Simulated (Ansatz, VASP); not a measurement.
**SrO in VASP and in Ansatz**

```
Sr O
1.0
     0.00000    2.56121    2.56121
     2.56121    0.00000    2.56121
     2.56121    2.56121    0.00000
Sr O
1 1
Direct
  0.00000 0.00000 0.00000
  0.50000 0.50000 0.50000
```

Change from the starting cell: volume scaled by 0.99, crystal datasets.

Alike in both runs: task electric field gradients; functional PBE; k mesh 8 × 8 × 8; occupations fermi-dirac, width 0.02 eV; no spin polarisation.

|  | VASP | Ansatz |
| --- | --- | --- |
| version | VASP 6.6.1 | Ansatz 0.2.0 |
| potentials or method | VASP PAW PBE potentials, release 64 (Sr_sv, O), cutoff 520 eV | all-electron PAW with datasets made for the crystal, scalar-relativistic |

```tsv
	VASP	Ansatz	Ansatz less VASP
gap on the k mesh at the Fermi level (eV)	3.26	3.31	+0.049
pressure (GPa)	4.5	3.9	-0.61
```

Ansatz ran all-electron here, and VASP with PAW potentials.
